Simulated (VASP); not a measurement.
# Ti (Cmme) in VASP: single point with r2SCAN

Aim: the single point of Ti with r2SCAN.

All numbers are computed with VASP 6.6.1; they aren't measurements. Logs are shortened: lines on timing, memory, paths and dates and some standing lists are left out, and cuts for length are marked.

## 1. The cell of the first run

Symmetry: Cmme, No. 67, orthorhombic system. Conventional cell: a = 3.282 Å, b = 4.641 Å, c = 4.641 Å, α = 90.00°, β = 90.00°, γ = 90.00°. Ti (site symmetry mm2) has 14 Ti at 2.80 to 3.32 Å within 3.7 Å.

## 2. Single point, r2SCAN (atoms displaced along a vibrational mode)

Input file POSCAR:

```
Ti
1.0
   -1.6410000000      1.6410000000      1.6410000000
    1.6410000000     -1.6410000000      1.6410000000
    3.2820000000      3.2820000000      0.0000000000
Ti
2
Direct
    0.0000000000      0.0000000000      0.0053862491
    0.5000000000      0.5000000000      0.4946137509
```

Input file INCAR.step1:

```
ALGO = Normal
EDIFF = 1E-4
ENCUT = 520
GGA = PE
ISMEAR = 0
LASPH = T
LCHARG = F
LREAL = F
LWAVE = T
NBANDS = 19
NELM = 80
PREC = Accurate
SIGMA = 0.15
```

Input file INCAR.step2:

```
ALGO = Normal
EDIFF = 1E-6
ENCUT = 520
ISIF = 2
ISMEAR = 0
ISTART = 1
LASPH = T
LCHARG = T
LELF = T
LMIXTAU = T
LREAL = F
LVHAR = T
LWAVE = F
METAGGA = R2SCAN
NBANDS = 19
NELM = 80
PREC = Accurate
SIGMA = 0.15
```

Input file KPOINTS:

```
k-points
0
Gamma
  18 18 10
```

Potentials or basis: VASP PAW PBE potentials, release 64 (Ti_sv).

Launch:

```bash
$ cat potpaw_PBE.64/Ti_sv/POTCAR > POTCAR
$ cp INCAR.step1 INCAR
$ mpirun -np 1 vasp_std > vasp.out
$ cp INCAR.step2 INCAR
$ mpirun -np 1 vasp_std > vasp.out
```

OUTCAR:

```text
EDIFF = 1E-6
   ENCUT = 520
   ISIF = 2
   ISMEAR = 0
   ISTART = 1
   LASPH = T
   LREAL = F
   METAGGA = R2SCAN
   NELM = 80
   PREC = Accurate

 ion  position               nearest neighbor table
   1  0.000  0.000  0.005-   2 2.80   2 2.80   2 2.88   2 2.88
   2  0.500  0.500  0.495-   1 2.80   1 2.80   1 2.88   1 2.88

  LATTYP: Found a base centered orthorhombic cell.
 ALAT       =     3.2820000000
 B/A-ratio  =     1.4142135624
 C/A-ratio  =     1.4142135624

  Lattice vectors:

 A1 = (  -1.6410000000,   1.6410000000,   1.6410000000)
 A2 = (   1.6410000000,  -1.6410000000,   1.6410000000)
 A3 = (   3.2820000000,   3.2820000000,   0.0000000000)

Analysis of symmetry for initial positions (statically):
=====================================================================
 Subroutine PRICEL returns:
 Original cell was already a primitive cell.

 Routine SETGRP: Setting up the symmetry group for a
 base centered orthorhombic supercell.

 Subroutine GETGRP returns: Found  8 space group operations
 (whereof  4 operations were pure point group operations)
 out of a pool of  8 trial point group operations.

The static configuration has the point symmetry C_2v.
 The point group associated with its full space group is D_2h.

Analysis of symmetry for dynamics (positions and initial velocities):
=====================================================================
 Subroutine PRICEL returns:
 Original cell was already a primitive cell.

 Routine SETGRP: Setting up the symmetry group for a
 base centered orthorhombic supercell.

 Subroutine GETGRP returns: Found  8 space group operations
 (whereof  4 operations were pure point group operations)
 out of a pool of  8 trial point group operations.

The dynamic configuration has the point symmetry C_2v.
 The point group associated with its full space group is D_2h.

 Subroutine INISYM returns: Found  8 space group operations
 (whereof  4 operations are pure point group operations),
 and found     1 'primitive' translations

----------------------------------------------------------------------------------------

                                     Primitive cell

  volume of cell :      35.3521

  direct lattice vectors                    reciprocal lattice vectors
    -1.641000000  1.641000000  1.641000000    -0.152346130  0.152346130  0.304692261
     1.641000000 -1.641000000  1.641000000     0.152346130 -0.152346130  0.304692261
     3.282000000  3.282000000  0.000000000     0.152346130  0.152346130  0.000000000

  length of vectors
     2.842295375  2.842295375  4.641448912     0.373170284  0.373170284  0.215449964

  position of ions in fractional coordinates (direct lattice)
     0.000000000  0.000000000  0.005386249
     0.500000000  0.500000000  0.494613751

  ion indices of the primitive-cell ions
   primitive index   ion index
                 1           1
                 2           2

----------------------------------------------------------------------------------------

 KPOINTS: k-points

Automatic generation of k-mesh.
 Grid dimensions read from file:
 generate k-points for:   18   18   10

 Generating k-lattice:

  Cartesian coordinates                     Fractional coordinates (reciprocal lattice)
    -0.008463674  0.008463674  0.016927348     0.055555556  0.000000000  0.000000000
     0.008463674 -0.008463674  0.016927348     0.000000000  0.055555556  0.000000000
     0.015234613  0.015234613  0.000000000     0.000000000  0.000000000  0.100000000

  Length of vectors
     0.020731682  0.020731682  0.021544996

  Shift w.r.t. Gamma in fractional coordinates (k-lattice)
     0.000000000  0.000000000  0.000000000

 Subroutine IBZKPT returns following result:
 ===========================================

 Found    546 irreducible k-points:

 Following reciprocal coordinates:
            Coordinates               Weight
  0.000000  0.000000  0.000000      1.000000
  0.055556  0.000000  0.000000      4.000000
  0.111111  0.000000  0.000000      4.000000
  0.166667  0.000000  0.000000      4.000000
  0.222222  0.000000  0.000000      4.000000
  0.277778  0.000000  0.000000      4.000000
[... 16 lines left out ...]
 -0.277778  0.055556  0.000000      4.000000
 -0.222222  0.055556  0.000000      4.000000
 [... further k-points ...]
   k-points           NKPTS =    546   k-points in BZ     NKDIM =    546   number of bands    NBANDS=     19
   number of dos      NEDOS =    301   number of ions     NIONS =      2
   total plane-waves  NPLWV =  20736
   dimension x,y,z NGX =    24 NGY =   24 NGZ =   36
   dimension x,y,z NGXF=    48 NGYF=   48 NGZF=   72
   ions per type =               2
   NGX,Y,Z   is equivalent  to a cutoff of  14.04, 14.04, 12.89 a.u.
   NGXF,Y,Z  is equivalent  to a cutoff of  28.08, 28.08, 25.79 a.u.
 SYSTEM =  unknown system
   PREC   = accura    normal or accurate (medium, high low for compatibility)
   ISTART =      1    job   : 0-new  1-cont  2-samecut
   ICHARG =      0    charge: 1-file 2-atom 10-const
   ISPIN  =      1    spin polarized calculation?
   LNONCOLLINEAR =      F non collinear calculations
   LSORBIT =      F    spin-orbit coupling
   LASPH  =      T    aspherical Exc in radial PAW
   ENCUT  =  520.0 eV  38.22 Ry    6.18 a.u.   5.28  5.28  8.63*2*pi/ulx,y,z
   NELM   =     80;   NELMIN=  2; NELMDL=  0     # of ELM steps
   EDIFF  = 0.1E-05   stopping-criterion for ELM
   LREAL  =      F    real-space projection
   EDIFFG = 0.1E-04   stopping-criterion for IOM
   NSW    =      0    number of steps for IOM
   IBRION =     -1    ionic relax: 0-MD 1-quasi-New 2-CG
   NFREE  =      0    steps in history (QN), initial steepest desc. (CG)
   ISIF   =      2    stress and relaxation
   ISYM   =      2    0-nonsym 1-usesym 2-fastsym
   POTIM  = 0.5000    time-step for ionic-motion
   TEBEG  =    0.0;   TEEND  =   0.0 temperature during run
   PSTRESS=    0.0 pullay stress
   NELECT =      24.0000    total number of electrons
   NUPDOWN=      -1.0000    fix difference up-down
   EMIN   =  10.00;   EMAX   =-10.00  energy-range for DOS
   EFERMI =   0.00;   METHOD = LEGACY
   ISMEAR =     0;   SIGMA  =   0.15  broadening in eV -4-tet -1-fermi 0-gaus
   EFERMI_NEDOS =   21; number of points for ismear=-14 and -15
   IALGO  =     38    algorithm
   IMIX   =      4    mixing-type and parameters
     AMIX     =   0.40;   BMIX     =  1.00
     AMIX_MAG =   1.60;   BMIX_MAG =  1.00
  volume/ion in A,a.u.               =      17.68       119.28
  Fermi-wavevector in a.u.,A,eV,Ry     =   1.438821  2.718977 28.166848  2.070205
  Thomas-Fermi vector in A             =   2.557745
   LORBIT       =      0    0 simple, 1 ext, 2 COOP (PROOUT), +10 PAW based schemes
   METAGGA = R2SCAN    functional components
   LHFCALC =     F    Hartree Fock is set to
   AEXX    =    0.0000 exact exchange contribution
   IVDW    =     0    specifies the selected vdW correction
   LEPSILON=     F    determine dielectric tensor
   LRPA    =     F    only Hartree local field effects (RPA)
 non-spin polarized calculation
 Gauss-broadening in eV      SIGMA  =   0.15
  energy-cutoff  :      520.00
  volume of cell :       35.35
 maximum number of plane-waves:       966
 NGX is ok and might be reduce to    24
   NGX = 11   NGY = 11   NGZ = 17

 number of electron      23.9999996 magnetization

 Free energy of the ion-electron system (eV)
  ---------------------------------------------------
  ext. energy  EPLUGINS =         0.00000000
  ---------------------------------------------------
  free energy    TOTEN  =       -25.64424707 eV

  energy without entropy =      -25.59343977  energy(sigma->0) =      -25.61884342

 E-fermi :   7.9367     XC(G=0): -12.3083

 val. band max:        7.9347545053   @ k =  -0.1111   0.0556   0.3000
 cond. band min:       7.9377766520   @ k =   0.1667  -0.0000   0.5000
 fundamental gap:      0.0030221467
 Fermi energy:         7.9366786493

 k-point     1 :       0.0000    0.0000    0.0000
  band No.  band energies     occupation
      1     -51.0121      2.00000
      2     -50.8829      2.00000
      3     -26.4925      2.00000
      4     -26.0399      2.00000
      5     -25.8395      2.00000
      6     -25.8346      2.00000
[... 11 lines left out ...]
     18      10.8093      0.00000
     19      11.1513      0.00000

 k-point     2 :       0.0556    0.0000    0.0000
  band No.  band energies     occupation
      1     -51.0092      2.00000
      2     -50.8820      2.00000
      3     -26.4858      2.00000
      4     -26.0458      2.00000
      5     -25.8496      2.00000
      6     -25.8475      2.00000
[... 11 lines left out ...]
     18      10.8091      0.00000
     19      11.2212      0.00000

 k-point     3 :       0.1111    0.0000    0.0000
  band No.  band energies     occupation
      1     -51.0009      2.00000
      2     -50.8793      2.00000
      3     -26.4661      2.00000
      4     -26.0654      2.00000
      5     -25.8950      2.00000
      6     -25.8672      2.00000
[... 11 lines left out ...]
     18      10.8214      0.00000
     19      11.3163      0.00000

 k-point     4 :       0.1667    0.0000    0.0000
  band No.  band energies     occupation
      1     -50.9877      2.00000
      2     -50.8756      2.00000
      3     -26.4346      2.00000
      4     -26.1030      2.00000
      5     -25.9641      2.00000
      6     -25.8891      2.00000
[... 407 lines left out ...]
     18      11.0355      0.00000
     19      11.0979      0.00000

 k-point    23 :      -0.2778    0.0556    0.0000
  band No.  band energies     occupation
      1     -50.9573      2.00000
      2     -50.8633      2.00000
      3     -26.3686      2.00000
      4     -26.2142      2.00000
      5     -26.1286      2.00000
      6     -25.9171      2.00000
[... 11 lines left out ...]
     18      10.8265      0.00000
     19      11.2838      0.00000

 k-point    24 :      -0.2222    0.0556    0.0000
  band No.  band energies     occupation
      1     -50.9752      2.00000
      2     -50.8674      2.00000
      3     -26.4130      2.00000
      4     -26.1491      2.00000
      5     -26.0408      2.00000
      6     -25.9085      2.00000
[... 11 lines left out ...]
     18      10.7438      0.00000
     19      11.4576      0.00000

 [... further k-points ...]

------------------------ aborting loop because EDIFF is reached ----------------------------------------

  FORCE on cell =-STRESS in cart. coord.  units (eV):
  Direction    XX          YY          ZZ          XY          YZ          ZX
  --------------------------------------------------------------------------------------
  -------------------------------------------------------------------------------------
  Total       -0.5207935     -0.5207935     -0.5031001      0.0339114     -0.0000000      0.0000000
  in kB      -23.6026300    -23.6026300    -22.8007561      1.5368804     -0.0000000      0.0000000
  external PRESSURE =     -23.3353387 kB  Pullay stress =       0.0000000 kB

 VOLUME and BASIS-vectors are now :
 -----------------------------------------------------------------------------
  energy-cutoff  :      520.00
  volume of cell :       35.35
      direct lattice vectors                 reciprocal lattice vectors
    -1.641000000  1.641000000  1.641000000    -0.152346130  0.152346130  0.304692261
     1.641000000 -1.641000000  1.641000000     0.152346130 -0.152346130  0.304692261
     3.282000000  3.282000000  0.000000000     0.152346130  0.152346130  0.000000000

 POSITION                                       TOTAL-FORCE (eV/Angst)
 -----------------------------------------------------------------------------------
      0.01768      0.01768      0.00000        -0.066088     -0.066088      0.000000
      1.62332      1.62332      1.64100         0.066088      0.066088      0.000000
 -----------------------------------------------------------------------------------
    total drift:                                0.000000      0.000000      0.000000

  FREE ENERGIE OF THE ION-ELECTRON SYSTEM (eV)
  ---------------------------------------------------
  free  energy   TOTEN  =       -25.6442470693 eV

  energy  without entropy=      -25.5934397718  energy(sigma->0) =      -25.61884342
```

Wall time 34 min (1 thread of Oxide Virtual Turin-like, shared host); peak memory 0.36 GiB.

What came out:

```yaml
Free_energy: -25.6442 eV
Pressure: -2.3 GPa
Largest_force: 0.093 eV/Å
Band_gap_on_the_k_mesh: zero (bands 12 and 13 overlap by 1.47 eV)
```

Forces on the atoms (eV/Å):
```
Ti  -0.066 -0.066  0.000
Ti   0.066  0.066  0.000
```

Stress tensor (GPa, compression positive):
```
-2.36  0.15  0.00
 0.15 -2.36  0.00
 0.00  0.00 -2.28
```

Caveat: the cell differs from its parent crystal (atoms displaced along a vibrational mode); the PAW data sets were made with another functional, which shifts forces and pressure a little.
